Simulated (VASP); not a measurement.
Here is a VASP 6.6.1 calculation.

File INCAR:

```
PREC     = Accurate       # precision mode
ENCUT    = 520            # plane-wave cutoff, eV
EDIFF    = 1E-8           # SCF threshold, eV
ISMEAR   = -1             # smearing method
SIGMA    = 0.03           # smearing width, eV
LREAL    = F              # projectors in reciprocal space
LASPH    = T              # aspherical terms in the spheres
NELM     = 80             # most SCF steps
ALGO     = Normal         # electronic algorithm
ISIF     = 2              # what is computed and relaxed
LWAVE    = F              # write WAVECAR
LCHARG   = F              # write CHGCAR
GGA      = CA             # functional
LEFG     = T            
NBANDS   = 28             # bands
```

The input KPOINTS:

```
regular mesh
0
Gamma
  7 7 6
```

Contents of POSCAR:

```
PbO
1.0
    3.8949120000      0.0000000000      0.0000000000
    0.0000000000      3.8949120000      0.0000000000
    0.0000000000      0.0000000000      5.0220000000
Pb O
2 2
Direct
    0.0000000000      0.5000000000      0.2351000000
    0.5000000000      0.0000000000      0.7649000000
    0.0000000000      0.0000000000      0.0000000000
    0.5000000000      0.5000000000      0.0000000000
```

Potentials or basis: VASP PAW LDA potentials, release 64 (Pb_d, O).

Launch:

```bash
$ cat potpaw_LDA.64/Pb_d/POTCAR potpaw_LDA.64/O/POTCAR > POTCAR
$ mpirun -np 1 vasp_std > vasp.out
```

Problem. Estimate the largest force.

Solution. 0.409 eV/Å.

Problem. Estimate the band gap on the k mesh.

Solution. 1.33 eV (least direct gap 2.32 eV).

Stress tensor (GPa, compression positive):
```
2.71 0.00 0.00
0.00 2.71 0.00
0.00 0.00 1.53
```

Caveat: the cell differs from its parent crystal (equal xx and yy strain of -2 %); without QUAD_EFG the Cq values of the log hold for a quadrupole moment of 1 mb, not for the nuclei; spin-orbit coupling is left out, which moves the levels of the heavy elements. A k mesh can miss the band edges.
